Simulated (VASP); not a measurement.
Input of a VASP 6.6.1 run:

File INCAR:

```
ALGO     = Normal         # electronic algorithm
EDIFF    = 1E-6           # SCF threshold, eV
EDIFFG   = -0.01          # ionic threshold
ENCUT    = 600            # plane-wave cutoff, eV
GGA      = PE             # functional
IBRION   = 2              # ionic algorithm
ISIF     = 3              # what is computed and relaxed
ISMEAR   = -1             # smearing method
LASPH    = T              # aspherical terms in the spheres
LCHARG   = F              # write CHGCAR
LREAL    = F              # projectors in reciprocal space
LWAVE    = F              # write WAVECAR
NELM     = 100            # most SCF steps
NSW      = 60             # ionic steps
PREC     = Accurate       # precision mode
PSTRESS  = 300.0        
SIGMA    = 0.05           # smearing width, eV
```

File KPOINTS:

```
k-points
0
Gamma
  7 7 6
```

File POSCAR:

```
SnO
1.0
    3.8136952200      0.0000000000      0.0000000000
    0.0000000000      3.8136952200      0.0000000000
    0.0000000000      0.0000000000      4.8869133000
Sn O
2 2
Direct
    0.5000000000      0.0000000000      0.7646261400
    0.0000000000      0.5000000000      0.2353738600
    0.0000000000      0.0000000000      0.0000000000
    0.5000000000      0.5000000000      0.0000000000
```

Potentials or basis: VASP PAW PBE potentials, release 64 (Sn_d, O).

Command:

```bash
$ cat potpaw_PBE.64/Sn_d/POTCAR potpaw_PBE.64/O/POTCAR > POTCAR
$ mpirun -np 1 vasp_std > vasp.out
```

(1) Predict the band gap on the k mesh.

(2) What does it give for the space group after relaxing (to 0.1 Å)?

Answers

(1) zero (bands 20 and 21 overlap by 1.62 eV).

(2) P4/nmm (No. 129).

Caveat: the cell is relaxed towards a set pressure, so the run minimises the enthalpy, not the energy; spin-orbit coupling is left out, which moves the levels of the heavy elements.
